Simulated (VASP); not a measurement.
A run of VASP 6.6.1:

File INCAR:

```
SYSTEM = BP
PREC = Accurate ; ENCUT = 520
EDIFF = 1E-6 ; ISMEAR = -1
SIGMA = 0.02 ; LREAL = .False.
LASPH = .True. ; NELM = 60
ALGO = Normal ; ISIF = 2
LWAVE = .False. ; LCHARG = .False.
NBANDS = 11
```

KPOINTS

```
Automatic mesh
0
Gamma
  8 8 8
  0 0 0
```

File POSCAR:

```
BP
1.0
    0.0000000000      2.2453140077      2.2453140077
    2.2453140077      0.0000000000      2.2453140077
    2.2453140077      2.2453140077      0.0000000000
B P
1 1
Direct
    0.0000000000      0.0000000000      0.0000000000
    0.2500000000      0.2500000000      0.2500000000
```

Potentials or basis: VASP PAW LDA potentials, release 64 (B, P).

Run with:

```sh
$ cat potpaw_LDA.64/B/POTCAR potpaw_LDA.64/P/POTCAR > POTCAR
$ mpirun -np 1 vasp_std > vasp.out
```

Hardware: 1 thread of AMD EPYC 7R13 Processor (Zen 3), with other jobs on the host.

Task: Estimate the wall time of this run.

Result: Wall time 4.2 s on 1 thread of AMD EPYC 7R13 Processor (Zen 3), on a shared host, peak memory 0.09 GiB. Counts: scf iterations 12, k points 29.
